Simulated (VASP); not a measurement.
# Br (P6_3/mmc) in VASP: a series of runs

Runs on Br. Level: PBE. Tasks: single point.

Program: VASP 6.6.1. These are calculated values, not measurements. Logs are shortened: lines on timing, memory, paths and dates and some standing lists are left out, and cuts for length are marked.

## Step 1: The cell of the first run

The structure is hexagonal, space group P6_3/mmc (No. 194). The conventional cell has a = 3.417 Å, b = 3.417 Å, c = 4.316 Å, α = 90.00°, β = 90.00°, γ = 120.00°. Br (site symmetry -6m2) has 12 Br at 2.92 to 3.42 Å within 3.9 Å.

## Step 2: Single point, PBE (volume scaled by 0.76)

Contents of INCAR:

```
SYSTEM = Br
  PREC = Accurate
  ENCUT = 520
  EDIFF = 1E-7
  ISMEAR = -1
  SIGMA = 0.05
  LREAL = .False.
  LASPH = .True.
  NELM = 60
  ALGO = Normal
  ISIF = 2
  LWAVE = .False.
  LCHARG = .False.
  GGA = PE
  NBANDS = 14
```

Contents of KPOINTS:

```
regular mesh
0
Gamma
  14 14 8
  0 0 0
```

Contents of POSCAR:

```
Br
1.0
    3.4167572373      0.0000000000      0.0000000000
   -1.7083786186      2.9589985660      0.0000000000
    0.0000000000      0.0000000000      4.3156577655
Br
2
Direct
    0.3333333333      0.6666666667      0.2500000000
    0.6666666667      0.3333333333      0.7500000000
```

Potentials or basis: VASP PAW PBE potentials, release 64 (Br).

Started as:

```bash
$ cat potpaw_PBE.64/Br/POTCAR > POTCAR
$ mpirun -np 1 vasp_std > vasp.out
```

OUTCAR:

```text
SYSTEM = Br
   PREC = Accurate
   ENCUT = 520
   EDIFF = 1E-7
   ISMEAR = -1
   LREAL = .False.
   LASPH = .True.
   NELM = 60
   ISIF = 2
   GGA = PE

 ion  position               nearest neighbor table
   1  0.333  0.667  0.250-
   2  0.667  0.333  0.750-

  LATTYP: Found a hexagonal cell.
 ALAT       =     3.4167572373
 C/A-ratio  =     1.2630858635

  Lattice vectors:

 A1 = (   3.4167572373,   0.0000000000,   0.0000000000)
 A2 = (  -1.7083786186,   2.9589985660,   0.0000000000)
 A3 = (   0.0000000000,   0.0000000000,   4.3156577655)

Analysis of symmetry for initial positions (statically):
=====================================================================
 Subroutine PRICEL returns:
 Original cell was already a primitive cell.

 Routine SETGRP: Setting up the symmetry group for a
 hexagonal supercell.

 Subroutine GETGRP returns: Found 24 space group operations
 (whereof 12 operations were pure point group operations)
 out of a pool of 24 trial point group operations.

The static configuration has the point symmetry D_3d.
 The point group associated with its full space group is D_6h.

Analysis of symmetry for dynamics (positions and initial velocities):
=====================================================================
 Subroutine PRICEL returns:
 Original cell was already a primitive cell.

 Routine SETGRP: Setting up the symmetry group for a
 hexagonal supercell.

 Subroutine GETGRP returns: Found 24 space group operations
 (whereof 12 operations were pure point group operations)
 out of a pool of 24 trial point group operations.

The dynamic configuration has the point symmetry D_3d.
 The point group associated with its full space group is D_6h.

 Subroutine INISYM returns: Found 24 space group operations
 (whereof 12 operations are pure point group operations),
 and found     1 'primitive' translations

----------------------------------------------------------------------------------------

                                     Primitive cell

  volume of cell :      43.6321

  direct lattice vectors                    reciprocal lattice vectors
     3.416757237  0.000000000  0.000000000     0.292675168  0.168976087  0.000000000
    -1.708378619  2.958998566  0.000000000     0.000000000  0.337952175  0.000000000
     0.000000000  0.000000000  4.315657766     0.000000000  0.000000000  0.231714388

  length of vectors
     3.416757237  3.416757237  4.315657766     0.337952175  0.337952175  0.231714388

  position of ions in fractional coordinates (direct lattice)
     0.333333333  0.666666667  0.250000000
     0.666666667  0.333333333  0.750000000

  ion indices of the primitive-cell ions
   primitive index   ion index
                 1           1
                 2           2

----------------------------------------------------------------------------------------

 KPOINTS: regular mesh

Automatic generation of k-mesh.
 Grid dimensions read from file:
 generate k-points for:   14   14    8

 Generating k-lattice:

  Cartesian coordinates                     Fractional coordinates (reciprocal lattice)
     0.020905369  0.012069721  0.000000000     0.071428571  0.000000000  0.000000000
     0.000000000  0.024139441  0.000000000     0.000000000  0.071428571  0.000000000
     0.000000000  0.000000000  0.028964299     0.000000000  0.000000000  0.125000000

  Length of vectors
     0.024139441  0.024139441  0.028964299

  Shift w.r.t. Gamma in fractional coordinates (k-lattice)
     0.000000000  0.000000000  0.000000000

 Subroutine IBZKPT returns following result:
 ===========================================

 Found    120 irreducible k-points:

 Following reciprocal coordinates:
            Coordinates               Weight
  0.000000  0.000000  0.000000      1.000000
  0.071429 -0.000000  0.000000      6.000000
  0.142857  0.000000  0.000000      6.000000
  0.214286 -0.000000  0.000000      6.000000
  0.285714 -0.000000  0.000000      6.000000
  0.357143 -0.000000  0.000000      6.000000
[... 16 lines left out ...]
  0.285714  0.285714  0.000000      6.000000
  0.357143  0.285714  0.000000      6.000000
 [... further k-points ...]
   k-points           NKPTS =    120   k-points in BZ     NKDIM =    120   number of bands    NBANDS=     14
   number of dos      NEDOS =    301   number of ions     NIONS =      2
   total plane-waves  NPLWV =  25088
   dimension x,y,z NGX =    28 NGY =   28 NGZ =   32
   dimension x,y,z NGXF=    56 NGYF=   56 NGZF=   64
   ions per type =               2
   NGX,Y,Z   is equivalent  to a cutoff of  13.62, 13.62, 12.33 a.u.
   NGXF,Y,Z  is equivalent  to a cutoff of  27.25, 27.25, 24.65 a.u.
 SYSTEM =  Br
   PREC   = accura    normal or accurate (medium, high low for compatibility)
   ISTART =      0    job   : 0-new  1-cont  2-samecut
   ICHARG =      2    charge: 1-file 2-atom 10-const
   ISPIN  =      1    spin polarized calculation?
   LNONCOLLINEAR =      F non collinear calculations
   LSORBIT =      F    spin-orbit coupling
   LASPH  =      T    aspherical Exc in radial PAW
   ENCUT  =  520.0 eV  38.22 Ry    6.18 a.u.   6.35  6.35  8.02*2*pi/ulx,y,z
   NELM   =     60;   NELMIN=  2; NELMDL= -5     # of ELM steps
   EDIFF  = 0.1E-06   stopping-criterion for ELM
   LREAL  =      F    real-space projection
   EDIFFG = 0.1E-05   stopping-criterion for IOM
   NSW    =      0    number of steps for IOM
   IBRION =     -1    ionic relax: 0-MD 1-quasi-New 2-CG
   NFREE  =      0    steps in history (QN), initial steepest desc. (CG)
   ISIF   =      2    stress and relaxation
   ISYM   =      2    0-nonsym 1-usesym 2-fastsym
   POTIM  = 0.5000    time-step for ionic-motion
   TEBEG  =    0.0;   TEEND  =   0.0 temperature during run
   PSTRESS=    0.0 pullay stress
   NELECT =      14.0000    total number of electrons
   NUPDOWN=      -1.0000    fix difference up-down
   EMIN   =  10.00;   EMAX   =-10.00  energy-range for DOS
   EFERMI =   0.00;   METHOD = LEGACY
   ISMEAR =    -1;   SIGMA  =   0.05  broadening in eV -4-tet -1-fermi 0-gaus
   EFERMI_NEDOS =   21; number of points for ismear=-14 and -15
   IALGO  =     38    algorithm
   IMIX   =      4    mixing-type and parameters
     AMIX     =   0.40;   BMIX     =  1.00
     AMIX_MAG =   1.60;   BMIX_MAG =  1.00
  volume/ion in A,a.u.               =      21.82       147.22
  Fermi-wavevector in a.u.,A,eV,Ry     =   1.120768  2.117944 17.090549  1.256120
  Thomas-Fermi vector in A             =   2.257416
   LORBIT       =      0    0 simple, 1 ext, 2 COOP (PROOUT), +10 PAW based schemes
   GGA     = PE    functional components
   LHFCALC =     F    Hartree Fock is set to
   AEXX    =    0.0000 exact exchange contribution
   IVDW    =     0    specifies the selected vdW correction
   LEPSILON=     F    determine dielectric tensor
   LRPA    =     F    only Hartree local field effects (RPA)
 non-spin polarized calculation
  energy-cutoff  :      520.00
  volume of cell :       43.63
 maximum number of plane-waves:      1194
 NGX is ok and might be reduce to    28
   NGX = 13   NGY = 13   NGZ = 17

 number of electron      14.0000000 magnetization

 Free energy of the ion-electron system (eV)
  ---------------------------------------------------
  ext. energy  EPLUGINS =         0.00000000
  ---------------------------------------------------
  free energy    TOTEN  =        -1.88690459 eV

  energy without entropy =       -1.87184770  energy(sigma->0) =       -1.87937615

 E-fermi :   4.1456     XC(G=0): -10.1579

 val. band max:        4.1413854969   @ k =   0.2143   0.1429   0.0000
 cond. band min:       4.1524193632   @ k =   0.4286   0.0714   0.1250
 fundamental gap:      0.0110338663
 Fermi energy:         4.1456221883

 k-point     1 :       0.0000    0.0000    0.0000
  band No.  band energies     occupation
      1     -13.0667      2.00000
      2      -9.4053      2.00000
      3      -1.9660      2.00000
      4       2.3256      2.00000
      5       2.3256      2.00000
      6       4.3051      0.07914
      7       4.3051      0.07914
      8       5.9309      0.00000
      9       9.9638      0.00000
     10      12.1979      0.00000
     11      14.9351      0.00000
     12      14.9351      0.00000
     13      16.7867      0.00000
     14      16.7867      0.00000

 k-point     2 :       0.0714   -0.0000    0.0000
  band No.  band energies     occupation
      1     -13.0121      2.00000
      2      -9.4097      2.00000
      3      -1.9001      2.00000
      4       2.0590      2.00000
      5       2.2107      2.00000
      6       4.1001      1.42581
      7       4.3580      0.02822
      8       5.7939      0.00000
      9      10.2427      0.00000
     10      12.4963      0.00000
     11      14.5187      0.00000
     12      15.0646      0.00000
     13      16.5476      0.00000
     14      16.6455      0.00000

 k-point     3 :       0.1429    0.0000    0.0000
  band No.  band energies     occupation
      1     -12.8513      2.00000
      2      -9.4302      2.00000
      3      -1.7045      2.00000
      4       1.4062      2.00000
      5       1.9311      2.00000
      6       3.5788      1.99998
      7       4.4617      0.00359
      8       5.4045      0.00000
      9      10.8517      0.00000
     10      12.9299      0.00000
     11      14.2594      0.00000
     12      15.4791      0.00000
     13      16.0302      0.00000
     14      16.0772      0.00000
[... 324 lines left out ...]
 k-point    23 :       0.2857    0.2857    0.0000
  band No.  band energies     occupation
      1     -11.0596      2.00000
      2     -10.3107      2.00000
      3      -1.2791      2.00000
      4       0.5764      2.00000
      5       0.7113      2.00000
      6       1.4608      2.00000
      7       2.0342      2.00000
      8       3.3070      2.00000
      9      11.0398      0.00000
     10      13.1469      0.00000
     11      13.8460      0.00000
     12      16.2573      0.00000
     13      18.6692      0.00000
     14      19.0407      0.00000

 k-point    24 :       0.3571    0.2857    0.0000
  band No.  band energies     occupation
      1     -10.8283      2.00000
      2     -10.5083      2.00000
      3      -1.3956      2.00000
      4       0.8251      2.00000
      5       1.0827      2.00000
      6       1.1651      2.00000
      7       1.6466      2.00000
      8       3.1954      2.00000
      9      10.8661      0.00000
     10      13.3113      0.00000
     11      14.9479      0.00000
     12      15.1113      0.00000
     13      19.0814      0.00000
     14      19.4421      0.00000

 [... further k-points ...]

------------------------ aborting loop because EDIFF is reached ----------------------------------------

  FORCE on cell =-STRESS in cart. coord.  units (eV):
  Direction    XX          YY          ZZ          XY          YZ          ZX
  --------------------------------------------------------------------------------------
  -------------------------------------------------------------------------------------
  Total        3.2559021      3.2559021      3.2181810      0.0000000      0.0000000     -0.0000000
  in kB      119.5572843    119.5572843    118.1721603      0.0000000      0.0000000     -0.0000000
  external PRESSURE =     119.0955763 kB  Pullay stress =       0.0000000 kB

 VOLUME and BASIS-vectors are now :
 -----------------------------------------------------------------------------
  energy-cutoff  :      520.00
  volume of cell :       43.63
      direct lattice vectors                 reciprocal lattice vectors
     3.416757237  0.000000000  0.000000000     0.292675168  0.168976087  0.000000000
    -1.708378619  2.958998566  0.000000000     0.000000000  0.337952175  0.000000000
     0.000000000  0.000000000  4.315657766     0.000000000  0.000000000  0.231714388

 POSITION                                       TOTAL-FORCE (eV/Angst)
 -----------------------------------------------------------------------------------
     -0.00000      1.97267      1.07891         0.000000     -0.000000     -0.000000
      1.70838      0.98633      3.23674        -0.000000      0.000000      0.000000
 -----------------------------------------------------------------------------------
    total drift:                               -0.000000      0.000000      0.000000

  FREE ENERGIE OF THE ION-ELECTRON SYSTEM (eV)
  ---------------------------------------------------
  free  energy   TOTEN  =        -1.8869045946 eV

  energy  without entropy=       -1.8718476959  energy(sigma->0) =       -1.87937615
```

Run time: 35 s. Hardware: 1 thread of Intel Xeon 6975P-C (Granite Rapids), shared host; peak memory 0.19 GiB.

What came out:

* Free energy: -1.8869 eV
* Pressure: 11.9 GPa
* Band gap on the k mesh: zero (band 7 reaches 5.20 eV, above the bottom of band 8 at 2.91 eV)

Stress tensor (GPa, compression positive):
```
11.96  0.00  0.00
 0.00 11.96  0.00
 0.00  0.00 11.82
```

Levels at points of the mesh, in eV from the Fermi level:
```
           k point  band 3  band 4  band 5  band 6  band 7  band 8  band 9  band 10  band 11  band 12
(0.00, 0.00, 0.00)   -6.11   -1.82   -1.82    0.16    0.16    1.79    5.82     8.05    10.79    10.79
(0.50, 0.00, 0.00)   -5.19   -3.87   -3.32   -2.92   -1.74    0.38    5.34     9.21    10.14    10.22
(0.00, 0.00, 0.50)   -2.30   -2.30   -0.86   -0.86   -0.86   -0.86    8.63     8.63    10.00    10.00
(0.50, 0.00, 0.50)   -6.22   -6.22   -1.86   -1.86   -0.12   -0.12    7.85     7.85    11.08    11.08
```

## Step 3: Single point, PBE (volume scaled by 0.76)

Contents of INCAR:

```
ALGO = Normal
EDIFF = 1E-6
ENCUT = 520
GGA = PE
ISIF = 2
ISMEAR = -1
LASPH = True
LCHARG = False
LREAL = False
LWAVE = False
NBANDS = 14
NELM = 60
PREC = Accurate
SIGMA = 0.05
```

Contents of KPOINTS:

```
k-points
0
Gamma
  14 14 8
```

POSCAR is that of step 2.

Potentials or basis: VASP PAW PBE potentials, release 64 (Br).

Started as:

```bash
$ cat potpaw_PBE.64/Br/POTCAR > POTCAR
$ mpirun -np 1 vasp_std > vasp.out
```

Wall time 45 s (1 thread of Intel Xeon 6975P-C (Granite Rapids), shared host); peak memory 0.19 GiB.

Results (log left out):

```
Free energy            : -1.8869 eV
Pressure               : 11.9 GPa
Band gap on the k mesh : zero (band 7 reaches 5.20 eV, above the bottom of band 8 at 2.91 eV)
```

Stress tensor (GPa, compression positive):
```
11.96  0.00  0.00
 0.00 11.96  0.00
 0.00  0.00 11.82
```

Levels at points of the mesh, in eV from the Fermi level:
```tsv
k point	band 3	band 4	band 5	band 6	band 7	band 8	band 9	band 10	band 11	band 12
(0.00, 0.00, 0.00)	-6.11	-1.82	-1.82	0.16	0.16	1.79	5.82	8.05	10.79	10.79
(0.50, 0.00, 0.00)	-5.19	-3.87	-3.32	-2.92	-1.74	0.38	5.34	9.21	10.14	10.22
(0.00, 0.00, 0.50)	-2.30	-2.30	-0.86	-0.86	-0.86	-0.86	8.63	8.63	10.00	10.00
(0.50, 0.00, 0.50)	-6.22	-6.22	-1.86	-1.86	-0.12	-0.12	7.85	7.85	11.08	11.08
```

## Step 4: Single point, PBE (volume scaled by 0.84)

Contents of INCAR:

```
SYSTEM = Br
PREC = Accurate ; ENCUT = 520
EDIFF = 1E-6 ; ISMEAR = -1
SIGMA = 0.05 ; LREAL = .FALSE.
LASPH = .TRUE. ; NELM = 60
ALGO = Normal ; ISIF = 2
LWAVE = .FALSE. ; LCHARG = .TRUE.
GGA = PE ; LELF = .TRUE.
LVHAR = .TRUE. ; NBANDS = 14
```

Contents of KPOINTS:

```
regular mesh
0
G
  14 14 8
  0 0 0
```

Contents of POSCAR:

```
Br
1.0
    3.5920633964      0.0000000000      0.0000000000
   -1.7960316982      3.1108181533      0.0000000000
    0.0000000000      0.0000000000      4.3157169309
Br
2
Direct
    0.3333333333      0.6666666667      0.2500000000
    0.6666666667      0.3333333333      0.7500000000
```

Started as:

```bash
$ cat potpaw_PBE.64/Br/POTCAR > POTCAR
$ mpirun -np 1 vasp_std > vasp.out
```

It took 38 s on 1 thread of Intel Xeon 6975P-C (Granite Rapids), shared host; peak memory 0.2 GiB.

It converged, with:

```yaml
Free_energy: -2.1359 eV
Pressure: 5.9 GPa
Band_gap_on_the_k_mesh: zero (band 7 reaches 3.96 eV, above the bottom of band 8 at 1.96 eV)
```

Levels at points of the mesh, in eV from the Fermi level:
```
           k point  band 4  band 5  band 6  band 7  band 8  band 9  band 10  band 11
(0.00, 0.00, 0.00)   -1.95   -1.95   -0.02   -0.02    1.42    5.90     7.46    10.67
(0.50, 0.00, 0.00)   -3.37   -3.19   -2.32   -1.50    0.34    5.71     9.48    10.12
(0.00, 0.00, 0.50)   -2.19   -1.01   -1.01   -1.01   -1.01    8.73     8.73     9.82
(0.50, 0.00, 0.50)   -5.51   -1.77   -1.77    0.00    0.00    8.06     8.06    11.65
```

## Step 5: Single point, PBE (volume scaled by 0.84)

Contents of INCAR:

```
  PREC = Accurate
  ENCUT = 520
  EDIFF = 1E-7
  ISMEAR = -1
  SIGMA = 0.05
  LREAL = False
  LASPH = True
  NELM = 100
  ALGO = Normal
  ISIF = 2
  LWAVE = False
  LCHARG = False
  GGA = PE
  NBANDS = 14
```

Contents of KPOINTS:

```
regular mesh
0
Gamma
  14 14 8
```

POSCAR is that of step 4.

Started as:

```bash
$ cat potpaw_PBE.64/Br/POTCAR > POTCAR
$ mpirun -np 1 vasp_std > vasp.out
```

Run time: 36 s. Hardware: 1 thread of Intel Xeon 6975P-C (Granite Rapids), shared host; peak memory 0.2 GiB.

The run converged. Its results:

```yaml
Free_energy: -2.1359 eV
Pressure: 5.9 GPa
Band_gap_on_the_k_mesh: zero (band 7 reaches 3.96 eV, above the bottom of band 8 at 1.96 eV)
```

Levels at points of the mesh, in eV from the Fermi level:
```csv
k point,band 4,band 5,band 6,band 7,band 8,band 9,band 10,band 11
"(0.00, 0.00, 0.00)",-1.95,-1.95,-0.02,-0.02,1.42,5.90,7.46,10.67
"(0.50, 0.00, 0.00)",-3.37,-3.19,-2.32,-1.50,0.34,5.71,9.48,10.12
"(0.00, 0.00, 0.50)",-2.19,-1.01,-1.01,-1.01,-1.01,8.73,8.73,9.82
"(0.50, 0.00, 0.50)",-5.51,-1.77,-1.77,0.00,0.00,8.06,8.06,11.65
```
